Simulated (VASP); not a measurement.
# P (Im-3m) in VASP: a series of runs

The runs below take P through single point, relaxation of cell and atoms, with PBE.

Program: VASP 6.6.1. These are calculated values, not measurements. Logs are shortened: lines on timing, memory, paths and dates and some standing lists are left out, and cuts for length are marked.

### Step 1. The cell of the first run

Symmetry: Im-3m, No. 229, cubic system. Conventional cell: a = 2.929 Å, b = 2.929 Å, c = 2.929 Å, α = 90.00°, β = 90.00°, γ = 90.00°. Within 3.3 Å of P (site symmetry m-3m) lie 14 P at 2.54 to 2.93 Å.

### Step 2. Single point, PBE

INCAR reads:

```
SYSTEM = P
  PREC = Accurate
  ENCUT = 520
  EDIFF = 1E-7
  ISMEAR = -1
  SIGMA = 0.05
  LREAL = .FALSE.
  LASPH = .TRUE.
  NELM = 80
  ALGO = Normal
  ISIF = 2
  LWAVE = .FALSE.
  LCHARG = .TRUE.
  GGA = PE
  LELF = .TRUE.
  LVHAR = .TRUE.
  NBANDS = 8
```

KPOINTS reads:

```
Automatic mesh
0
G
  18 18 18
  0 0 0
```

POSCAR reads:

```
P
1.0
   -1.4646716725      1.4646716725      1.4646716725
    1.4646716725     -1.4646716725      1.4646716725
    1.4646716725      1.4646716725     -1.4646716725
P
1
Direct
    0.0000000000      0.0000000000      0.0000000000
```

Potentials or basis: VASP PAW PBE potentials, release 64 (P).

Command:

```
$ cat potpaw_PBE.64/P/POTCAR > POTCAR
$ mpirun -np 1 vasp_std > vasp.out
```

OUTCAR:

```text
SYSTEM = P
   PREC = Accurate
   ENCUT = 520
   EDIFF = 1E-7
   ISMEAR = -1
   LREAL = .FALSE.
   LASPH = .TRUE.
   NELM = 80
   ISIF = 2
   GGA = PE

 ion  position               nearest neighbor table
   1  0.000  0.000  0.000-

  LATTYP: Found a body centered cubic cell.
 ALAT       =     2.9293433450

  Lattice vectors:

 A1 = (  -1.4646716725,   1.4646716725,   1.4646716725)
 A2 = (   1.4646716725,  -1.4646716725,   1.4646716725)
 A3 = (   1.4646716725,   1.4646716725,  -1.4646716725)

Analysis of symmetry for initial positions (statically):
=====================================================================
 Subroutine PRICEL returns:
 Original cell was already a primitive cell.

 Routine SETGRP: Setting up the symmetry group for a
 body centered cubic supercell.

 Subroutine GETGRP returns: Found 48 space group operations
 (whereof 48 operations were pure point group operations)
 out of a pool of 48 trial point group operations.

The static configuration has the point symmetry O_h .

Analysis of symmetry for dynamics (positions and initial velocities):
=====================================================================
 Subroutine PRICEL returns:
 Original cell was already a primitive cell.

 Routine SETGRP: Setting up the symmetry group for a
 body centered cubic supercell.

 Subroutine GETGRP returns: Found 48 space group operations
 (whereof 48 operations were pure point group operations)
 out of a pool of 48 trial point group operations.

The dynamic configuration has the point symmetry O_h .

 Subroutine INISYM returns: Found 48 space group operations
 (whereof 48 operations are pure point group operations),
 and found     1 'primitive' translations

----------------------------------------------------------------------------------------

                                     Primitive cell

  volume of cell :      12.5684

  direct lattice vectors                    reciprocal lattice vectors
    -1.464671672  1.464671672  1.464671672     0.000000000  0.341373435  0.341373435
     1.464671672 -1.464671672  1.464671672     0.341373435  0.000000000  0.341373435
     1.464671672  1.464671672 -1.464671672     0.341373435  0.341373435  0.000000000

  length of vectors
     2.536885753  2.536885753  2.536885753     0.482774942  0.482774942  0.482774942

  position of ions in fractional coordinates (direct lattice)
     0.000000000  0.000000000  0.000000000

  ion indices of the primitive-cell ions
   primitive index   ion index
                 1           1

----------------------------------------------------------------------------------------

 KPOINTS: Automatic mesh

Automatic generation of k-mesh.
 Grid dimensions read from file:
 generate k-points for:   18   18   18

 Generating k-lattice:

  Cartesian coordinates                     Fractional coordinates (reciprocal lattice)
     0.000000000  0.018965191  0.018965191     0.055555556  0.000000000  0.000000000
     0.018965191  0.000000000  0.018965191     0.000000000  0.055555556  0.000000000
     0.018965191  0.018965191  0.000000000     0.000000000  0.000000000  0.055555556

  Length of vectors
     0.026820830  0.026820830  0.026820830

  Shift w.r.t. Gamma in fractional coordinates (k-lattice)
     0.000000000  0.000000000  0.000000000

 Subroutine IBZKPT returns following result:
 ===========================================

 Found    195 irreducible k-points:

 Following reciprocal coordinates:
            Coordinates               Weight
  0.000000  0.000000  0.000000      1.000000
  0.055556  0.000000  0.000000     12.000000
  0.111111  0.000000  0.000000     12.000000
  0.166667  0.000000  0.000000     12.000000
  0.222222  0.000000  0.000000     12.000000
  0.277778  0.000000  0.000000     12.000000
[... 16 lines left out ...]
  0.333333  0.111111  0.000000     48.000000
  0.388889  0.111111  0.000000     48.000000
 [... further k-points ...]
   k-points           NKPTS =    195   k-points in BZ     NKDIM =    195   number of bands    NBANDS=      8
   number of dos      NEDOS =    301   number of ions     NIONS =      1
   total plane-waves  NPLWV =   8000
   dimension x,y,z NGX =    20 NGY =   20 NGZ =   20
   dimension x,y,z NGXF=    40 NGYF=   40 NGZF=   40
   ions per type =               1
   NGX,Y,Z   is equivalent  to a cutoff of  13.11, 13.11, 13.11 a.u.
   NGXF,Y,Z  is equivalent  to a cutoff of  26.21, 26.21, 26.21 a.u.
 SYSTEM =  P
   PREC   = accura    normal or accurate (medium, high low for compatibility)
   ISTART =      0    job   : 0-new  1-cont  2-samecut
   ICHARG =      2    charge: 1-file 2-atom 10-const
   ISPIN  =      1    spin polarized calculation?
   LNONCOLLINEAR =      F non collinear calculations
   LSORBIT =      F    spin-orbit coupling
   LASPH  =      T    aspherical Exc in radial PAW
   ENCUT  =  520.0 eV  38.22 Ry    6.18 a.u.   4.72  4.72  4.72*2*pi/ulx,y,z
   NELM   =     80;   NELMIN=  2; NELMDL= -5     # of ELM steps
   EDIFF  = 0.1E-06   stopping-criterion for ELM
   LREAL  =      F    real-space projection
   EDIFFG = 0.1E-05   stopping-criterion for IOM
   NSW    =      0    number of steps for IOM
   IBRION =     -1    ionic relax: 0-MD 1-quasi-New 2-CG
   NFREE  =      0    steps in history (QN), initial steepest desc. (CG)
   ISIF   =      2    stress and relaxation
   ISYM   =      2    0-nonsym 1-usesym 2-fastsym
   POTIM  = 0.5000    time-step for ionic-motion
   TEBEG  =    0.0;   TEEND  =   0.0 temperature during run
   PSTRESS=    0.0 pullay stress
   NELECT =       5.0000    total number of electrons
   NUPDOWN=      -1.0000    fix difference up-down
   EMIN   =  10.00;   EMAX   =-10.00  energy-range for DOS
   EFERMI =   0.00;   METHOD = LEGACY
   ISMEAR =    -1;   SIGMA  =   0.05  broadening in eV -4-tet -1-fermi 0-gaus
   EFERMI_NEDOS =   21; number of points for ismear=-14 and -15
   IALGO  =     38    algorithm
   IMIX   =      4    mixing-type and parameters
     AMIX     =   0.40;   BMIX     =  1.00
     AMIX_MAG =   1.60;   BMIX_MAG =  1.00
  volume/ion in A,a.u.               =      12.57        84.82
  Fermi-wavevector in a.u.,A,eV,Ry     =   1.204032  2.275290 19.724258  1.449692
  Thomas-Fermi vector in A             =   2.339768
   LORBIT       =      0    0 simple, 1 ext, 2 COOP (PROOUT), +10 PAW based schemes
   GGA     = PE    functional components
[... 5 lines left out ...]
 non-spin polarized calculation
  energy-cutoff  :      520.00
  volume of cell :       12.57
 maximum number of plane-waves:       370
   NGX =  9   NGY =  9   NGZ =  9

 number of electron       5.0000000 magnetization

 Free energy of the ion-electron system (eV)
  ---------------------------------------------------
  ext. energy  EPLUGINS =         0.00000000
  ---------------------------------------------------
  free energy    TOTEN  =        -4.61177453 eV

  energy without entropy =       -4.60750895  energy(sigma->0) =       -4.60964174

 E-fermi :  11.9656     XC(G=0): -12.1296

 val. band max:       11.9025402365   @ k =   0.2222   0.0556   0.0000
 cond. band min:      12.0124525632   @ k =   0.2222   0.1667  -0.0000
 fundamental gap:      0.1099123268
 Fermi energy:        11.9655575794

 k-point     1 :       0.0000    0.0000    0.0000
  band No.  band energies     occupation
      1      -5.9322      2.00000
      2      20.3665      0.00000
      3      20.3665      0.00000
      4      20.3665      0.00000
      5      24.2183      0.00000
      6      24.2183      0.00000
      7      24.2183      0.00000
      8      28.5179      0.00000

 k-point     2 :       0.0556    0.0000    0.0000
  band No.  band energies     occupation
      1      -5.8301      2.00000
      2      19.5665      0.00000
      3      19.8618      0.00000
      4      20.2845      0.00000
      5      23.9111      0.00000
      6      24.4631      0.00000
      7      24.9000      0.00000
      8      27.8050      0.00000

 k-point     3 :       0.1111    0.0000    0.0000
  band No.  band energies     occupation
      1      -5.5240      2.00000
      2      17.7267      0.00000
      3      18.8723      0.00000
      4      20.0482      0.00000
      5      23.1622      0.00000
      6      24.4790      0.00000
      7      26.4186      0.00000
      8      27.1893      0.00000

 k-point     4 :       0.1667    0.0000    0.0000
  band No.  band energies     occupation
      1      -5.0151      2.00000
      2      15.4586      0.00000
      3      17.8570      0.00000
      4      19.6905      0.00000
      5      22.2533      0.00000
      6      23.7750      0.00000
      7      27.5333      0.00000
      8      28.2136      0.00000

 k-point     5 :       0.2222    0.0000    0.0000
  band No.  band energies     occupation
      1      -4.3050      2.00000
      2      13.0563      0.00000
      3      16.9481      0.00000
      4      19.2655      0.00000
      5      21.3622      0.00000
      6      22.8965      0.00000
      7      28.3142      0.00000
      8      28.4795      0.00000
[... 177 lines left out ...]
 k-point    22 :       0.2778    0.1111    0.0000
  band No.  band energies     occupation
      1      -1.9962      2.00000
      2       8.6223      2.00000
      3      13.4950      0.00000
      4      16.8379      0.00000
      5      21.6052      0.00000
      6      23.7316      0.00000
      7      28.0258      0.00000
      8      31.8724      0.00000

 k-point    23 :       0.3333    0.1111    0.0000
  band No.  band energies     occupation
      1      -0.7157      2.00000
      2       6.4858      2.00000
      3      13.0259      0.00000
      4      16.4525      0.00000
      5      21.2238      0.00000
      6      23.5413      0.00000
      7      28.8824      0.00000
      8      32.5095      0.00000

 k-point    24 :       0.3889    0.1111    0.0000
  band No.  band energies     occupation
      1       0.7078      2.00000
      2       4.5395      2.00000
      3      12.7459      0.00000
      4      16.2150      0.00000
      5      20.9830      0.00000
      6      23.4086      0.00000
      7      29.9550      0.00000
      8      32.1704      0.00000

 [... further k-points ...]
[... 5 lines left out ...]
  --------------------------------------------------------------------------------------
  -------------------------------------------------------------------------------------
  Total        1.1487170      1.1487170      1.1487170      0.0000000     -0.0000000      0.0000000
  in kB      146.4342965    146.4342965    146.4342965      0.0000000     -0.0000000      0.0000000
  external PRESSURE =     146.4342965 kB  Pullay stress =       0.0000000 kB

 VOLUME and BASIS-vectors are now :
 -----------------------------------------------------------------------------
  energy-cutoff  :      520.00
  volume of cell :       12.57
      direct lattice vectors                 reciprocal lattice vectors
    -1.464671672  1.464671672  1.464671672     0.000000000  0.341373435  0.341373435
     1.464671672 -1.464671672  1.464671672     0.341373435  0.000000000  0.341373435
     1.464671672  1.464671672 -1.464671672     0.341373435  0.341373435  0.000000000

 POSITION                                       TOTAL-FORCE (eV/Angst)
 -----------------------------------------------------------------------------------
      0.00000      0.00000      0.00000        -0.000000     -0.000000      0.000000
 -----------------------------------------------------------------------------------
    total drift:                                0.000000      0.000000     -0.000000

  FREE ENERGIE OF THE ION-ELECTRON SYSTEM (eV)
  ---------------------------------------------------
  free  energy   TOTEN  =        -4.6117745304 eV

  energy  without entropy=       -4.6075089483  energy(sigma->0) =       -4.60964174
```

Wall time 6.6 s (1 thread of Intel Xeon 6975P-C (Granite Rapids), shared host); peak memory 0.12 GiB.

What came out:

- Free energy: -4.6118 eV
- Pressure: 14.6 GPa

### Step 3. Single point, PBE

INCAR reads:

```
PREC = Accurate
ENCUT = 520
EDIFF = 1E-6
ISMEAR = -1
SIGMA = 0.05
LREAL = False
LASPH = True
NELM = 80
ALGO = Normal
ISIF = 2
LWAVE = False
LCHARG = False
GGA = PE
NBANDS = 8
```

KPOINTS reads:

```
regular mesh
0
Gamma
  18 18 18
```

POSCAR reads:

```
P
1.0
   -1.4649613137      1.4649613137      1.4649613137
    1.4649613137     -1.4649613137      1.4649613137
    1.4649613137      1.4649613137     -1.4649613137
P
1
Direct
    0.0000000000      0.0000000000      0.0000000000
```

Potentials or basis: VASP PAW PBE potentials, release 64 (P).

Command:

```
$ cat potpaw_PBE.64/P/POTCAR > POTCAR
$ mpirun -np 1 vasp_std > vasp.out
```

Wall time 5.7 s (1 thread of Intel Xeon 6975P-C (Granite Rapids), shared host); peak memory 0.12 GiB.

Results (log left out):

| Item | Value |
| --- | --- |
| Free energy | -4.6125 eV |
| Pressure | 14.5 GPa |

Levels at points of the mesh, in eV from the Fermi level:
```tsv
k point	band 1	band 2	band 3	band 4	band 5	band 6
(0.00, 0.00, 0.00)	-17.89	8.39	8.39	8.39	12.25	12.25
(0.50, 0.00, 0.00)	-10.45	-8.98	2.84	5.93	7.13	8.68
(0.50, 0.50, 0.50)	-3.26	-2.99	-2.99	-2.99	1.68	1.68
```

### Step 4. Relaxation of cell and atoms, PBE, target pressure 15 GPa, at which the enthalpy is minimised

INCAR reads:

```
SYSTEM = P
ALGO = Normal
EDIFF = 1E-6
EDIFFG = -0.005
ENCUT = 600
GGA = PE
IBRION = 2
ISIF = 3
ISMEAR = -1
LASPH = .True.
LCHARG = .False.
LREAL = .False.
LWAVE = .False.
NELM = 100
NSW = 32
PREC = Accurate
PSTRESS = 150.0
SIGMA = 0.05
```

KPOINTS reads:

```
k-points
0
Gamma
  18 18 18
  0 0 0
```

POSCAR reads:

```
P
1.0
   -1.4646716725      1.4646716725      1.4646716725
    1.4646716725     -1.4646716725      1.4646716725
    1.4646716725      1.4646716725     -1.4646716725
P
1
Direct
    0.0000000000      0.0000000000      0.0000000000
```

Command:

```
$ cat potpaw_PBE.64/P/POTCAR > POTCAR
$ mpirun -np 1 vasp_std > vasp.out
```

Wall time 10 s (1 thread of Intel Xeon Platinum 8488C (Sapphire Rapids), shared host); peak memory 0.12 GiB.

Results (log left out):

```yaml
Free_energy: -4.6094 eV
Relaxed_volume: 12.54 Å³/atom
Relaxed_cell: a = 2.535 Å, b = 2.535 Å, c = 2.535 Å, α = 109.47°, β = 109.47°, γ = 109.47°
Space_group_after_relaxing_to_0.05_Å: Im-3m (No. 229)
Energy_change_on_relaxing_the_enthalpy_is_what_falls: +2.7 meV/atom
Ionic_steps: 3
Pressure_after_relaxing: 15.0 GPa
```

Step by step:
| step | energy change (eV) | largest force (eV/Å) | pressure (GPa) | volume (Å³) |
| --- | --- | --- | --- | --- |
| 1 | 0.0000 | 0.0000 | 14.65 | 12.57 |
| 2 | 0.0046 | 0.0000 | 15.25 | 12.52 |
| 3 | 0.0027 | 0.0000 | 15.01 | 12.54 |

Final structure:
```
P
1.0
    -1.46355    1.46355    1.46355
     1.46355   -1.46355    1.46355
     1.46355    1.46355   -1.46355
P
1
Cartesian
  0.0000 0.0000 0.0000
```

Levels at points of the mesh, in eV from the Fermi level:
```csv
k point,band 1,band 2,band 3,band 4,band 5,band 6
"(0.00, 0.00, 0.00)",-17.93,8.42,8.42,8.42,12.26,12.26
"(0.50, 0.00, 0.00)",-10.47,-9.00,2.85,5.95,7.13,8.70
"(0.50, 0.50, 0.50)",-3.24,-3.00,-3.00,-3.00,1.66,1.66
```

Caveat: the cell is relaxed towards a set pressure, so the enthalpy falls and the energy may rise.

### Step 5. Relaxation of cell and atoms, PBE, target pressure 15 GPa, at which the enthalpy is minimised

This run uses another cell than the first one, of 12.85 Å³/atom, 1.022 times its volume.

INCAR reads:

```
SYSTEM = P
PREC = Accurate ; ENCUT = 600
EDIFF = 1E-6 ; ISMEAR = -1
SIGMA = 0.05 ; LREAL = .FALSE.
LASPH = .TRUE. ; NELM = 80
ALGO = Normal ; ISIF = 3
LWAVE = .FALSE. ; LCHARG = .FALSE.
GGA = PE ; IBRION = 2
NSW = 60 ; EDIFFG = -0.005
PSTRESS = 150.0
```

KPOINTS reads:

```
Automatic mesh
0
G
  18 18 18
  0 0 0
```

POSCAR reads:

```
P
1.0
   -1.4754472365      1.4754472365      1.4754472365
    1.4754472365     -1.4754472365      1.4754472365
    1.4754472365      1.4754472365     -1.4754472365
P
1
Direct
    0.0000000000      0.0000000000      0.0000000000
```

Command:

```
$ cat potpaw_PBE.64/P/POTCAR > POTCAR
$ mpirun -np 1 vasp_std > vasp.out
```

Run time: 14 s. Hardware: 1 thread of Intel Xeon Platinum 8488C (Sapphire Rapids), shared host; peak memory 0.12 GiB.

The run converged. Its results:

```
Free energy                                            : -4.6095 eV
Relaxed volume                                         : 12.54 Å³/atom
Relaxed cell                                           : a = 2.535 Å, b = 2.535 Å, c = 2.535 Å, α = 109.47°, β = 109.47°, γ = 109.47°
Space group after relaxing (to 0.05 Å)                 : Im-3m (No. 229)
Energy change on relaxing (the enthalpy is what falls) : +25.4 meV/atom
Ionic steps                                            : 3
Pressure after relaxing                                : 15.0 GPa
```

The path:
```tsv
step	energy change (eV)	largest force (eV/Å)	pressure (GPa)	volume (Å³)
1	0.0000	0.0000	11.56	12.85
2	0.0456	0.0000	17.45	12.34
3	0.0254	0.0000	15.00	12.54
```

Final structure:
```yaml
crystal:
  lattice:
    - [-1.46359, 1.46359, 1.46359]
    - [1.46359, -1.46359, 1.46359]
    - [1.46359, 1.46359, -1.46359]
  atoms:
    - { symbol: P, position: [0.00000, 0.00000, 0.00000] }
```

Levels at points of the mesh, in eV from the Fermi level:
```csv
k point,band 1,band 2,band 3,band 4,band 5,band 6
"(0.00, 0.00, 0.00)",-17.93,8.42,8.42,8.42,12.26,12.26
"(0.50, 0.00, 0.00)",-10.47,-9.00,2.85,5.95,7.13,8.70
"(0.50, 0.50, 0.50)",-3.24,-3.00,-3.00,-3.00,1.66,1.66
```

Caveat: the cell is relaxed towards a set pressure, so the enthalpy falls and the energy may rise.

### Step 6. The runs side by side

| task | cell | cutoff (eV) | gap on the mesh (eV) | pressure (GPa) |
| --- | --- | --- | --- | --- |
| single point | a = 2.537 Å, angles 109.5°, 1 atom | 520 | none | 14.5 |
| relaxation of cell and atoms | relaxed to 15 GPa from a = 2.537 Å, angles 109.5°, 1 atom | 600 | none | 15.0 |
| relaxation of cell and atoms | relaxed to 15 GPa from a = 2.556 Å, angles 109.5°, 1 atom | 600 | none | 15.0 |

Alike in all rows: level PBE; potentials or basis VASP PAW PBE potentials, release 64 (P); no spin polarisation; k mesh 18 × 18 × 18; smearing fermi-dirac 0.05 eV.

Caveats: the cell is relaxed towards a set pressure, so the enthalpy falls and the energy may rise (some runs).

Absolute energies hang on the potentials; compare differences alone.
